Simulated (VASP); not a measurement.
Mn, 2 atoms in the cell. It takes space group Fd-3m (No. 227, cubic). Conventional cell: a = 4.397 Å, b = 4.397 Å, c = 4.397 Å, α = 90.00°, β = 90.00°, γ = 90.00°. Within 2.5 Å of Mn (site symmetry -43m) lie 4 Mn at 1.90 Å.  This cell differs from its parent crystal: volume scaled by 0.7.

| Quantity | Value |
| --- | --- |
| Program | VASP 6.6.1 |
| Task | single point |
| Functional | PBE |
| Potentials or basis | VASP PAW PBE potentials, release 64 (Mn_pv) |
| Cutoff | 520 eV |
| k mesh | 14 × 14 × 14 |
| Occupations | fermi-dirac, width 0.1 eV |
| Spin | collinear spin, ferromagnetic start |
| Starting moments | [3.0, 3.0] μB |
| Dipole correction | no |
| Further INCAR settings | ALGO = Normal; EDIFF = 1e-07; NBANDS = 24 |

Potentials or basis: VASP PAW PBE potentials, release 64 (Mn_pv).

Launch:

```bash
$ cat potpaw_PBE.64/Mn_pv/POTCAR > POTCAR
$ mpirun -np 1 vasp_std > vasp.out
```

Hardware: 1 thread of AMD EPYC 7R43 64-Core Processor (Zen 3) (shared host).

Estimate the wall time of this run.

It took 92 s on 1 thread of AMD EPYC 7R43 64-Core Processor (Zen 3), with other jobs on the host, peak memory 0.16 GiB. Counts: scf iterations 15, k points 104.
